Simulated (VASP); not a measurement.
Input of a VASP 6.6.1 run:

File INCAR:

```
PREC     = Accurate       # precision mode
ENCUT    = 520            # plane-wave cutoff, eV
EDIFF    = 1E-8           # SCF threshold, eV
ISMEAR   = -1             # smearing method
SIGMA    = 0.08           # smearing width, eV
LREAL    = False          # projectors in reciprocal space
LASPH    = True           # aspherical terms in the spheres
NELM     = 60             # most SCF steps
ALGO     = Normal         # electronic algorithm
ISIF     = 2              # what is computed and relaxed
LWAVE    = False          # write WAVECAR
LCHARG   = False          # write CHGCAR
GGA      = PE             # functional
LEFG     = True         
NBANDS   = 26             # bands
```

KPOINTS

```
regular mesh
0
Gamma
  9 9 5
```

The input POSCAR:

```
NbAs
1.0
    3.3999760739      0.0000000000      0.0000000000
   -1.6999880370      2.9444656523      0.0000000000
    0.0000000000      0.0000000000      8.3619386756
Nb As
2 2
Direct
    0.3333333333      0.6666666667      0.0366264394
    0.6666666667      0.3333333333      0.5366264394
    0.3333333333      0.6666666667      0.3393735606
    0.6666666667      0.3333333333      0.8393735606
```

Potentials or basis: VASP PAW PBE potentials, release 64 (Nb_sv, As).

Command:

```sh
$ cat potpaw_PBE.64/Nb_sv/POTCAR potpaw_PBE.64/As/POTCAR > POTCAR
$ mpirun -np 1 vasp_std > vasp.out
```

Task: Estimate the pressure.

Result: 0.0 GPa.

Task: Estimate the band gap on the k mesh.

Result: Zero (bands 18 and 19 overlap by 0.09 eV).

Task: Estimate the largest force.

Result: 0.008 eV/Å.

Electric field gradients, principal values (V/Å²):
```tsv
atom	least	middle	greatest (by size)
1 Nb	24.257	24.258	-48.515
2 Nb	24.257	24.258	-48.515
3 As	54.564	54.564	-109.127
4 As	54.564	54.564	-109.127
```

Caveat: without QUAD_EFG the Cq values of the log hold for a quadrupole moment of 1 mb, not for the nuclei.
